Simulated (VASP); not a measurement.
# Au (Fm-3m) in VASP: notebook, part 2 of 2

VASP 6.6.1. The steps go on from the part before.

**4. Single point, LDA**

INCAR

```
ALGO = Normal
EDIFF = 1E-6
ENCUT = 520
ISIF = 2
ISMEAR = 0
ISYM = 0
LASPH = True
LCHARG = True
LELF = True
LREAL = False
LVHAR = True
LWAVE = False
NBANDS = 12
NELM = 80
PREC = Accurate
SIGMA = 0.1
```

KPOINTS

```
k-points
0
Gamma
  12 12 15
```

POSCAR

```
Au
1.0
    2.8628163663      0.0000000000      0.0000000000
   -1.4314081832      2.4792716996      0.0000000000
    1.4314081832      0.8264238999      2.3374797749
Au
1
Direct
    0.0000000000      0.0000000000      0.0000000000
```

Potentials or basis: VASP PAW LDA potentials, release 64 (Au).

Launch:

```bash
cat potpaw_LDA.64/Au/POTCAR > POTCAR
mpirun -np 1 vasp_std > vasp.out
```

OUTCAR:

```text
EDIFF = 1E-6
   ENCUT = 520
   ISIF = 2
   ISMEAR = 0
   ISYM = 0
   LASPH = True
   LREAL = False
   NELM = 80
   PREC = Accurate

 ion  position               nearest neighbor table
   1  0.000  0.000  0.000-

IMPORTANT INFORMATION: All symmetrisations will be switched off!
NOSYMM: (Re-)initialisation of all symmetry stuff for point group C_1.

----------------------------------------------------------------------------------------

                                     Primitive cell

  volume of cell :      16.5907

  direct lattice vectors                    reciprocal lattice vectors
     2.862816366  0.000000000  0.000000000     0.349306372  0.201672128 -0.285207459
    -1.431408183  2.479271700  0.000000000     0.000000000  0.403344256 -0.142603729
     1.431408183  0.826423900  2.337479775     0.000000000  0.000000000  0.427811188

  length of vectors
     2.862816366  2.862816366  2.862816366     0.493993809  0.427811188  0.427811188

  position of ions in fractional coordinates (direct lattice)
     0.000000000  0.000000000  0.000000000

  ion indices of the primitive-cell ions
   primitive index   ion index
                 1           1

----------------------------------------------------------------------------------------

 KPOINTS: k-points

Automatic generation of k-mesh.
 Grid dimensions read from file:
 generate k-points for:   12   12   15

 Generating k-lattice:

  Cartesian coordinates                     Fractional coordinates (reciprocal lattice)
     0.029108864  0.016806011 -0.023767288     0.083333333  0.000000000 -0.000000000
     0.000000000  0.033612021 -0.011883644     0.000000000  0.083333333  0.000000000
     0.000000000  0.000000000  0.028520746     0.000000000  0.000000000  0.066666667

  Length of vectors
     0.041166151  0.035650932  0.028520746

  Shift w.r.t. Gamma in fractional coordinates (k-lattice)
     0.000000000  0.000000000  0.000000000

 -----------------------------------------------------------------------------
[... 95 lines left out ...]
   LORBIT       =      0    0 simple, 1 ext, 2 COOP (PROOUT), +10 PAW based schemes
   GGA     = CA    functional components
   LHFCALC =     F    Hartree Fock is set to
   AEXX    =    0.0000 exact exchange contribution
   IVDW    =     0    specifies the selected vdW correction
   LEPSILON=     F    determine dielectric tensor
   LRPA    =     F    only Hartree local field effects (RPA)
 non-spin polarized calculation
 Gauss-broadening in eV      SIGMA  =   0.10
  energy-cutoff  :      520.00
  volume of cell :       16.59
 maximum number of plane-waves:       459
 NGX is ok and might be reduce to    24
   NGX = 11   NGY = 11   NGZ = 11

 number of electron      10.9999999 magnetization

 Free energy of the ion-electron system (eV)
  ---------------------------------------------------
  ext. energy  EPLUGINS =         0.00000000
  ---------------------------------------------------
  free energy    TOTEN  =        -4.44143568 eV

  energy without entropy =       -4.43983701  energy(sigma->0) =       -4.44063635

 E-fermi :   9.7394     XC(G=0): -13.1390

 val. band max:        9.7391509797   @ k =   0.0000  -0.0833   0.4667
 cond. band min:       9.7517783413   @ k =   0.5000   0.0000   0.4000
 fundamental gap:      0.0126273616
 Fermi energy:         9.7394064688

 k-point     1 :       0.0000    0.0000    0.0000
  band No.  band energies     occupation
      1      -0.4562      2.00000
      2       4.8851      2.00000
      3       4.8873      2.00000
      4       4.8903      2.00000
      5       6.5002      2.00000
      6       6.5018      2.00000
      7      24.1904      0.00000
      8      28.2992      0.00000
      9      28.3011      0.00000
     10      28.3030      0.00000
     11      33.4175      0.00000
     12      38.3002      0.00000
[... 331 lines left out ...]
 k-point    24 :       0.3333    0.1667    0.0000
  band No.  band energies     occupation
      1       2.8326      2.00000
      2       3.2882      2.00000
      3       6.1847      2.00000
      4       6.9071      2.00000
      5       7.9180      2.00000
      6      10.8933      0.00000
      7      16.3391      0.00000
      8      19.6467      0.00000
      9      21.5677      0.00000
     10      27.7469      0.00000
     11      31.4205      0.00000
     12      36.5110      0.00000

 [... further k-points ...]
[... 5 lines left out ...]
  --------------------------------------------------------------------------------------
  -------------------------------------------------------------------------------------
  Total        0.0905116      0.1051034     -0.0559498     -0.0126340     -0.0190598     -0.0330108
  in kB        8.7407652     10.1499032     -5.4031112     -1.2200746     -1.8406188     -3.1878769
  external PRESSURE =       4.4958524 kB  Pullay stress =       0.0000000 kB

 VOLUME and BASIS-vectors are now :
 -----------------------------------------------------------------------------
  energy-cutoff  :      520.00
  volume of cell :       16.59
      direct lattice vectors                 reciprocal lattice vectors
     2.862816366  0.000000000  0.000000000     0.349306372  0.201672128 -0.285207459
    -1.431408183  2.479271700  0.000000000     0.000000000  0.403344256 -0.142603729
     1.431408183  0.826423900  2.337479775     0.000000000  0.000000000  0.427811188

 POSITION                                       TOTAL-FORCE (eV/Angst)
 -----------------------------------------------------------------------------------
      0.00000      0.00000      0.00000        -0.000000     -0.000000      0.000000
 -----------------------------------------------------------------------------------
    total drift:                               -0.000000     -0.000000      0.000000

  FREE ENERGIE OF THE ION-ELECTRON SYSTEM (eV)
  ---------------------------------------------------
  free  energy   TOTEN  =        -4.4414356841 eV

  energy  without entropy=       -4.4398370123  energy(sigma->0) =       -4.44063635
```

Run time: 73 s. Hardware: 1 thread of Intel Xeon Platinum 8488C (Sapphire Rapids), shared host; peak memory 0.31 GiB.

The run converged, but its numbers aren't listed here, since they failed a check.

Caveat: spin-orbit coupling is left out, which moves the levels of the heavy elements.
